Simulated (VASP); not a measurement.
Wanted: the native input for a VASP 6.6.1 run.

```yaml
Task: relaxation of cell and atoms
Functional: PBE
Potentials_or_basis: VASP PAW PBE potentials, release 64 (Ba_sv, Er_3), 4f in core
Cutoff: 500 eV
k_mesh: 6 × 6 × 6
Occupations: gaussian, width 0.1 eV
Spin: no spin polarisation
Dipole_correction: no
Further_INCAR_settings: ALGO = Normal; EDIFF = 1e-07; IBRION = 2; EDIFFG = -0.01; NSW = 100; ISIF = 3
```

The structure of Ba4Er lies in POSCAR:

```
Ba4Er
1.0
   -4.3097427705      4.3097427705      4.3097427705
    4.3097427705     -4.3097427705      4.3097427705
    4.3097427705      4.3097427705     -4.3097427705
Ba Er
4 1
Direct
    0.4931080957      0.4931080957      0.4931080957
    0.5068919043      0.0000000000      0.0000000000
    0.0000000000      0.0000000000      0.5068919043
    0.0000000000      0.5068919043      0.0000000000
    0.0000000000      0.0000000000      0.0000000000
```

The cell was generated, and may not be a known phase.

One way to write it, as run:

INCAR

```
SYSTEM = Ba4Er
  PREC = Accurate
  ENCUT = 500
  EDIFF = 1E-7
  ISMEAR = 0
  SIGMA = 0.1
  LREAL = .FALSE.
  LASPH = .TRUE.
  NELM = 200
  ALGO = Normal
  ISIF = 3
  LWAVE = .FALSE.
  LCHARG = .FALSE.
  GGA = PE
  IBRION = 2
  NSW = 100
  EDIFFG = -0.01
  GGA_COMPAT = .FALSE.
  NELMIN = 4
  LMAXMIX = 6
```

KPOINTS

```
Automatic mesh
0
G
  6 6 6
  0 0 0
```

Potentials or basis: VASP PAW PBE potentials, release 64 (Ba_sv, Er_3), 4f in core.

Command:

```console
$ cat potpaw_PBE.64/Ba_sv/POTCAR potpaw_PBE.64/Er_3/POTCAR > POTCAR
$ mpirun -np 1 vasp_std > vasp.out
```

It gave:

The relaxed volume is 64.95 Å³/atom and the relaxed cell is a = 7.500 Å, b = 7.500 Å, c = 7.500 Å, α = 109.47°, β = 109.47°, γ = 109.47°. The space group after relaxing (to 0.1 Å) is Im-3m (No. 229), the energy gained by relaxing is 1.8 meV/atom and the ionic steps are 7. The pressure after relaxing is 0.0 GPa. The largest force after relaxing is 0.008 eV/Å. The band gap on the k mesh is zero (an odd number of electrons rules out a gap without spin polarisation).

Caveat: spin-orbit coupling is left out, which moves the levels of the heavy elements; the 4f electrons are frozen in the core, so they carry no moment and show no levels.

It took 14 min on 1 thread of Intel(R) Xeon(R) 6975P-C (Granite Rapids), on a shared host, peak memory 0.5 GiB.
